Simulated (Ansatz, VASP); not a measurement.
**One calculation of LaH, two programs**

```
La H
1.0
     3.81522    0.00000    0.00000
    -1.90761    3.30408    0.00000
     0.00000    0.00000    4.48495
La H
1 1
Direct
  0.00000 0.00000 0.50000
  0.00000 0.00000 0.00000
```

Alike in both runs: functional PBE; k mesh 7 × 7 × 5; occupations gaussian, width 0.2 eV; no spin polarisation.

Ansatz relaxed the structure, and its values are those at the end. VASP's run is a single point on that final structure, the one shown.

```csv
,VASP,Ansatz
version,VASP 6.6.1,Ansatz 0.2.0
potentials or method,"VASP PAW PBE potentials, release 64 (La, H), cutoff 500 eV","scalar-relativistic, plane waves, PAW"
valence electrons in the cell,12,12
```

Ansatz gave:

* gap on the k mesh at the Fermi level (eV): none
* pressure (GPa): 0.1

Question: Which values does VASP return?

Answer: gap on the k mesh at the Fermi level (eV): none; pressure (GPa): 0.0.

A gap of «none» marks a metal or a gap that the smearing closes.

Spin-orbit coupling is off throughout.
